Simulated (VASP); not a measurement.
# Ir4O in VASP: notebook, part 2 of 2

VASP 6.6.1. The steps go on from the part before.

### 3 Single point, PBE

Input file INCAR:

```
  PREC = Accurate
  ENCUT = 520
  EDIFF = 1E-6
  ISMEAR = 0
  SIGMA = 0.1
  LREAL = F
  LASPH = T
  NELM = 100
  ALGO = Normal
  ISIF = 2
  LWAVE = F
  LCHARG = F
  LDIPOL = T
  IDIPOL = 3
  DIPOL = 0.5 0.5 0.345
  GGA = PE
  NBANDS = 29
```

Input file KPOINTS:

```
regular mesh
0
Gamma
  10 7 1
```

Input file POSCAR:

```
Ir4O
1.0
    2.7367600872      0.0000000000      0.0000000000
    0.0000000000      3.8703632323      0.0000000000
    0.0000000000      0.0000000000     19.4599433740
Ir O
4 1
Direct
    0.5000000000      0.5000000000      0.2055504440
    0.0000000000      0.0000000000      0.2758682253
    0.5000000000      0.5000000000      0.3454282602
    0.0000000000      0.0000000000      0.4090424736
    0.3333333333      0.0000000000      0.4872213701
```

Potentials or basis: VASP PAW PBE potentials, release 64 (Ir, O).

On the command line:

```
> cat potpaw_PBE.64/Ir/POTCAR potpaw_PBE.64/O/POTCAR > POTCAR
> mpirun -np 1 vasp_std > vasp.out
```

OUTCAR:

```text
PREC = Accurate
   ENCUT = 520
   EDIFF = 1E-6
   ISMEAR = 0
   LREAL = F
   LASPH = T
   NELM = 100
   ISIF = 2
   GGA = PE

 ion  position               nearest neighbor table
   1  0.500  0.500  0.206-   3 2.72   2 2.74   2 2.74   2 2.74   2 2.74
   2  0.000  0.000  0.276-   4 2.59   3 2.73   3 2.73   3 2.73   3 2.73   1 2.74   1 2.74   1 2.74
                             1 2.74
   3  0.500  0.500  0.345-   4 2.67   4 2.67   4 2.67   4 2.67   1 2.72   2 2.73   2 2.73   2 2.73
                             2 2.73
   4  0.000  0.000  0.409-   5 1.77   5 2.38   2 2.59   3 2.67   3 2.67   3 2.67   3 2.67
   5  0.333  0.000  0.487-   4 1.77   4 2.38

  LATTYP: Found a simple orthorhombic cell.
 ALAT       =     2.7367600872
 B/A-ratio  =     1.4142135624
 C/A-ratio  =     7.1105770159

  Lattice vectors:

 A1 = (   2.7367600872,   0.0000000000,   0.0000000000)
 A2 = (   0.0000000000,   3.8703632323,   0.0000000000)
 A3 = (   0.0000000000,   0.0000000000,  19.4599433740)

Analysis of symmetry for initial positions (statically):
=====================================================================
 Subroutine PRICEL returns:
 Original cell was already a primitive cell.

 Routine SETGRP: Setting up the symmetry group for a
 simple orthorhombic supercell.

 Subroutine GETGRP returns: Found  2 space group operations
 (whereof  2 operations were pure point group operations)
 out of a pool of  8 trial point group operations.

The static configuration has the point symmetry C_1h.

Analysis of symmetry for dynamics (positions and initial velocities):
=====================================================================
 Subroutine PRICEL returns:
 Original cell was already a primitive cell.

 Routine SETGRP: Setting up the symmetry group for a
 simple orthorhombic supercell.

 Subroutine GETGRP returns: Found  2 space group operations
 (whereof  2 operations were pure point group operations)
[... 132 lines left out ...]
   GGA     = PE    functional components
   LHFCALC =     F    Hartree Fock is set to
   AEXX    =    0.0000 exact exchange contribution
   IVDW    =     0    specifies the selected vdW correction
   LEPSILON=     F    determine dielectric tensor
   LRPA    =     F    only Hartree local field effects (RPA)
 non-spin polarized calculation
 Gauss-broadening in eV      SIGMA  =   0.10
  energy-cutoff  :      520.00
  volume of cell :      206.12
 maximum number of plane-waves:      5602
   NGX = 11   NGY = 15   NGZ = 73

 dipolmoment           0.000000      0.000000     -0.174720 electrons x Angstroem

 number of electron      41.9999999 magnetization

 dipolmoment           0.000000      0.000000      0.105092 electrons x Angstroem

 Free energy of the ion-electron system (eV)
  ---------------------------------------------------
  ext. energy  EPLUGINS =         0.00000000
  ---------------------------------------------------
  free energy    TOTEN  =       -37.62231808 eV

  energy without entropy =      -37.59086436  energy(sigma->0) =      -37.60659122

 E-fermi :  -1.1755     XC(G=0):  -5.3157

 val. band max:       -1.1893176389   @ k =   0.3000   0.1429   0.0000
 cond. band min:      -1.1728470151   @ k =   0.5000   0.2857   0.0000
 fundamental gap:      0.0164706238
 Fermi energy:        -1.1755078106

 k-point     1 :       0.0000    0.0000    0.0000
  band No.  band energies     occupation
      1     -20.1837      2.00000
      2     -10.8200      2.00000
      3      -8.6381      2.00000
      4      -8.0001      2.00000
      5      -7.7822      2.00000
      6      -6.9069      2.00000
[... 757 lines left out ...]
     28       5.1906      0.00000
     29       5.8341      0.00000

------------------------ aborting loop because EDIFF is reached ----------------------------------------

 vacuum level on the upper side and lower side of the slab       (xc-potential included)         0.865        -0.883

  FORCE on cell =-STRESS in cart. coord.  units (eV):
  Direction    XX          YY          ZZ          XY          YZ          ZX
  --------------------------------------------------------------------------------------
  -------------------------------------------------------------------------------------
  Total       -3.8161367     -2.2249937      2.4874819      0.0000000      0.0000000      1.7268634
  in kB      -29.6622766    -17.2945534     19.3348354      0.0000000      0.0000000     13.4226588
  external PRESSURE =      -9.2073315 kB  Pullay stress =       0.0000000 kB

 VOLUME and BASIS-vectors are now :
 -----------------------------------------------------------------------------
  energy-cutoff  :      520.00
  volume of cell :      206.12
      direct lattice vectors                 reciprocal lattice vectors
     2.736760087  0.000000000  0.000000000     0.365395566  0.000000000  0.000000000
     0.000000000  3.870363232  0.000000000     0.000000000  0.258373682  0.000000000
     0.000000000  0.000000000 19.459943374     0.000000000  0.000000000  0.051387611

 POSITION                                       TOTAL-FORCE (eV/Angst)
 -----------------------------------------------------------------------------------
      1.36838      1.93518      4.00000        -0.040014      0.000000      0.851235
      0.00000      0.00000      5.36838        -0.112243      0.000000     -1.526366
      1.36838      1.93518      6.72201         0.349049      0.000000     -0.915046
      0.00000      0.00000      7.95994        -1.320453      0.000000      1.047315
      0.91225      0.00000      9.48130         1.123660      0.000000      0.542862
 -----------------------------------------------------------------------------------
    total drift:                               -0.000410      0.000000     -0.000802

  FREE ENERGIE OF THE ION-ELECTRON SYSTEM (eV)
  ---------------------------------------------------
  free  energy   TOTEN  =       -37.6223180753 eV

  energy  without entropy=      -37.5908643626  energy(sigma->0) =      -37.60659122

 vacuum level on the upper side and lower side of the slab         5.736         3.940
```

OSZICAR:

```text
N       E                     dE             d eps       ncg     rms          rms(c)
DAV:   1     0.409398402335E+03    0.40940E+03   -0.16934E+04  1392   0.122E+03
DAV:   2     0.893179887229E+01   -0.40047E+03   -0.36707E+03  1412   0.367E+02
DAV:   3    -0.398913949856E+02   -0.48823E+02   -0.46316E+02  2057   0.116E+02
[... 21 lines left out ...]
DAV:  25    -0.376223060085E+02   -0.10790E-04   -0.55176E-06  1635   0.144E-02    0.134E-02
DAV:  26    -0.376223130367E+02   -0.70281E-05   -0.37323E-06  1075   0.102E-02    0.617E-03
DAV:  27    -0.376223161714E+02   -0.31348E-05   -0.13914E-06  1023   0.645E-03    0.350E-03
DAV:  28    -0.376223172233E+02   -0.10518E-05   -0.51899E-07   941   0.517E-03    0.206E-03
DAV:  29    -0.376223180753E+02   -0.85203E-06   -0.24805E-07   945   0.293E-03
   1 F= -.37622318E+02 E0= -.37606591E+02  d E =-.314537E-01
```

stdout:

```text
POSCAR found type information on POSCAR IrO
 POSCAR found :  2 types and       5 ions
 scaLAPACK will be used
 LDA part: xc-table for (Slater+PW92), standard interpolation
 POSCAR, INCAR and KPOINTS ok, starting setup
 FFT: planning ... GRIDC
 FFT: planning ... GRID_SOFT
 FFT: planning ... GRID
 WAVECAR not read
 entering main loop
```

Wall time 2.4 min (1 thread of AMD EPYC 9R45 (Zen 5), shared host); peak memory 0.33 GiB.

What came out:

| Item | Value |
| --- | --- |
| Free energy | -37.6223 eV |
| Largest force | 1.685 eV/Å |
| Band gap on the k mesh | zero (band 21 reaches -0.39 eV, above the bottom of band 22 at -1.43 eV) |

Forces in eV/Å, atoms in the order of the input:
```
Ir  -0.040  0.000  0.851
Ir  -0.112  0.000 -1.526
Ir   0.349  0.000 -0.915
Ir  -1.320  0.000  1.047
O    1.124  0.000  0.543
```

Caveat: spin-orbit coupling is left out, which moves the levels of the heavy elements.

### 4 Single point, PBE

Input file INCAR:

```
PREC     = Accurate       # precision mode
ENCUT    = 520            # plane-wave cutoff, eV
EDIFF    = 1E-6           # SCF threshold, eV
ISMEAR   = 0              # smearing method
SIGMA    = 0.1            # smearing width, eV
LREAL    = F              # projectors in reciprocal space
LASPH    = T              # aspherical terms in the spheres
NELM     = 80             # most SCF steps
ALGO     = Normal         # electronic algorithm
ISIF     = 2              # what is computed and relaxed
LWAVE    = F              # write WAVECAR
LCHARG   = F              # write CHGCAR
LDIPOL   = T            
IDIPOL   = 3            
DIPOL    = 0.5 0.5 0.337
GGA      = PE             # functional
NBANDS   = 29             # bands
```

KPOINTS is that of step 3.

POSCAR: that of step 3 with these lines changed.

```diff
@@ -12,2 +12,2 @@
     0.0000000000      0.0000000000      0.4090424736
-    0.3333333333      0.0000000000      0.4872213701
+    0.3333333333      0.5000000000      0.4470683859
```

On the command line:

```
> cat potpaw_PBE.64/Ir/POTCAR potpaw_PBE.64/O/POTCAR > POTCAR
> mpirun -np 1 vasp_std > vasp.out
```

Run time: 2.2 min. Hardware: 1 thread of AMD EPYC 9R45 (Zen 5), shared host; peak memory 0.33 GiB.

The run converged. Its results:

```
Free energy            : -37.0615 eV
Largest force          : 2.236 eV/Å
Band gap on the k mesh : zero (band 21 reaches -0.11 eV, above the bottom of band 22 at -0.97 eV)
```

Forces in eV/Å, atoms in the order of the input:
```
Ir   0.131  0.000  1.478
Ir  -0.479  0.000 -2.184
Ir  -0.174  0.000  0.039
Ir   0.888  0.000  0.556
O   -0.365  0.000  0.111
```

Levels at points of the mesh, in eV from the Fermi level:
```csv
k point,band 19,band 20,band 21,band 22,band 23,band 24
"(0.00, 0.00, 0.00)",-1.05,-0.61,-0.41,0.06,0.27,0.76
"(0.50, 0.00, 0.00)",0.12,0.28,0.61,0.78,1.19,1.33
```

Caveat: spin-orbit coupling is left out, which moves the levels of the heavy elements.

### 5 Single point, PBE

Input file INCAR:

```
PREC = Accurate ; ENCUT = 520
EDIFF = 1E-7 ; ISMEAR = 0
SIGMA = 0.1 ; LREAL = False
LASPH = True ; NELM = 100
ALGO = Normal ; ISIF = 2
LWAVE = False ; LCHARG = False
LDIPOL = True ; IDIPOL = 3
DIPOL = 0.5 0.5 0.346 ; GGA = PE
NBANDS = 29
```

Input file KPOINTS:

```
Automatic mesh
0
Gamma
  10 7 1
```

POSCAR: that of step 4 with these lines changed.

```diff
@@ -12,2 +12,2 @@
     0.0000000000      0.0000000000      0.4090424736
-    0.3333333333      0.5000000000      0.4470683859
+    0.0000000000      0.1250000000      0.4947789724
```

Potentials or basis: VASP PAW PBE potentials, release 64 (Ir, O).

On the command line:

```
> cat potpaw_PBE.64/Ir/POTCAR potpaw_PBE.64/O/POTCAR > POTCAR
> mpirun -np 1 vasp_std > vasp.out
```

OUTCAR:

```text
PREC = Accurate
   ENCUT = 520
   EDIFF = 1E-7
   ISMEAR = 0
   LREAL = False
   LASPH = True
   NELM = 100
   ISIF = 2
   GGA = PE

 ion  position               nearest neighbor table
   1  0.500  0.500  0.206-   3 2.72   2 2.74   2 2.74   2 2.74   2 2.74
   2  0.000  0.000  0.276-   4 2.59   3 2.73   3 2.73   3 2.73   3 2.73   1 2.74   1 2.74   1 2.74
                             1 2.74
   3  0.500  0.500  0.345-   4 2.67   4 2.67   4 2.67   4 2.67   1 2.72   2 2.73   2 2.73   2 2.73
                             2 2.73
   4  0.000  0.000  0.409-   5 1.74   2 2.59   3 2.67   3 2.67   3 2.67   3 2.67
   5  0.000  0.125  0.495-   4 1.74

  LATTYP: Found a simple orthorhombic cell.
 ALAT       =     2.7367600872
 B/A-ratio  =     1.4142135624
 C/A-ratio  =     7.1105770159

  Lattice vectors:

 A1 = (   2.7367600872,   0.0000000000,   0.0000000000)
 A2 = (   0.0000000000,   3.8703632323,   0.0000000000)
 A3 = (   0.0000000000,   0.0000000000,  19.4599433740)

Analysis of symmetry for initial positions (statically):
=====================================================================
 Subroutine PRICEL returns:
 Original cell was already a primitive cell.

 Routine SETGRP: Setting up the symmetry group for a
 simple orthorhombic supercell.

 Subroutine GETGRP returns: Found  2 space group operations
 (whereof  2 operations were pure point group operations)
 out of a pool of  8 trial point group operations.

The static configuration has the point symmetry C_1h.

Analysis of symmetry for dynamics (positions and initial velocities):
=====================================================================
 Subroutine PRICEL returns:
 Original cell was already a primitive cell.

 Routine SETGRP: Setting up the symmetry group for a
 simple orthorhombic supercell.

 Subroutine GETGRP returns: Found  2 space group operations
 (whereof  2 operations were pure point group operations)
 out of a pool of  8 trial point group operations.

The dynamic configuration has the point symmetry C_1h.

 Subroutine INISYM returns: Found  2 space group operations
[... 130 lines left out ...]
   IVDW    =     0    specifies the selected vdW correction
   LEPSILON=     F    determine dielectric tensor
   LRPA    =     F    only Hartree local field effects (RPA)
 non-spin polarized calculation
 Gauss-broadening in eV      SIGMA  =   0.10
  energy-cutoff  :      520.00
  volume of cell :      206.12
 maximum number of plane-waves:      5602
   NGX = 11   NGY = 15   NGZ = 73

 dipolmoment           0.000000      0.000000     -0.002614 electrons x Angstroem

 number of electron      41.9999989 magnetization

 dipolmoment           0.000000      0.000000      0.127981 electrons x Angstroem

 Free energy of the ion-electron system (eV)
  ---------------------------------------------------
  ext. energy  EPLUGINS =         0.00000000
  ---------------------------------------------------
  free energy    TOTEN  =       -37.75981415 eV

  energy without entropy =      -37.72068239  energy(sigma->0) =      -37.74024827

 E-fermi :  -1.2580     XC(G=0):  -5.3470

 val. band max:       -1.2794517763   @ k =   0.3000   0.4286   0.0000
 cond. band min:      -1.2570234748   @ k =   0.0000   0.1429   0.0000
 fundamental gap:      0.0224283015
 Fermi energy:        -1.2579846589

 k-point     1 :       0.0000    0.0000    0.0000
  band No.  band energies     occupation
      1     -20.0631      2.00000
      2     -10.8814      2.00000
      3      -8.3386      2.00000
      4      -8.0804      2.00000
      5      -7.8850      2.00000
      6      -6.8897      2.00000
[... 757 lines left out ...]
     28       4.9170      0.00000
     29       5.4767      0.00000

------------------------ aborting loop because EDIFF is reached ----------------------------------------

 vacuum level on the upper side and lower side of the slab       (xc-potential included)         1.056        -1.072

  FORCE on cell =-STRESS in cart. coord.  units (eV):
  Direction    XX          YY          ZZ          XY          YZ          ZX
  --------------------------------------------------------------------------------------
  -------------------------------------------------------------------------------------
  Total       -3.7796585     -3.2054410      2.9774543      0.0000000     -0.1013291      0.0000000
  in kB      -29.3787372    -24.9154274     23.1433203      0.0000000     -0.7876167      0.0000000
  external PRESSURE =     -10.3836148 kB  Pullay stress =       0.0000000 kB

 VOLUME and BASIS-vectors are now :
 -----------------------------------------------------------------------------
  energy-cutoff  :      520.00
  volume of cell :      206.12
      direct lattice vectors                 reciprocal lattice vectors
     2.736760087  0.000000000  0.000000000     0.365395566  0.000000000  0.000000000
     0.000000000  3.870363232  0.000000000     0.000000000  0.258373682  0.000000000
     0.000000000  0.000000000 19.459943374     0.000000000  0.000000000  0.051387611

 POSITION                                       TOTAL-FORCE (eV/Angst)
 -----------------------------------------------------------------------------------
      1.36838      1.93518      4.00000         0.000000      0.038636      0.898102
      0.00000      0.00000      5.36838         0.000000     -0.369152     -1.990087
      1.36838      1.93518      6.72201         0.000000      0.627057     -0.200699
      0.00000      0.00000      7.95994         0.000000     -0.219139      0.586061
      0.00000      0.48380      9.62837         0.000000     -0.077402      0.706623
 -----------------------------------------------------------------------------------
    total drift:                               -0.000000      0.000011     -0.000330

  FREE ENERGIE OF THE ION-ELECTRON SYSTEM (eV)
  ---------------------------------------------------
  free  energy   TOTEN  =       -37.7598141543 eV

  energy  without entropy=      -37.7206823887  energy(sigma->0) =      -37.74024827

 vacuum level on the upper side and lower side of the slab         5.945         3.759
```

It took 2.7 min on 1 thread of AMD EPYC 9R45 (Zen 5), shared host; peak memory 0.33 GiB.

What came out:

| Item | Value |
| --- | --- |
| Free energy | -37.7598 eV |
| Largest force | 2.024 eV/Å |
| Band gap on the k mesh | zero (band 21 reaches -0.49 eV, above the bottom of band 22 at -1.47 eV) |

Forces on the atoms (eV/Å):
```
Ir   0.000  0.039  0.898
Ir   0.000 -0.369 -1.990
Ir   0.000  0.627 -0.201
Ir   0.000 -0.219  0.586
O    0.000 -0.077  0.707
```

Levels at points of the mesh, in eV from the Fermi level:
```csv
k point,band 19,band 20,band 21,band 22,band 23,band 24
"(0.00, 0.00, 0.00)",-1.30,-0.94,-0.08,0.07,0.18,0.41
"(0.50, 0.00, 0.00)",0.05,0.51,0.61,1.08,1.09,1.87
```

Caveat: spin-orbit coupling is left out, which moves the levels of the heavy elements.
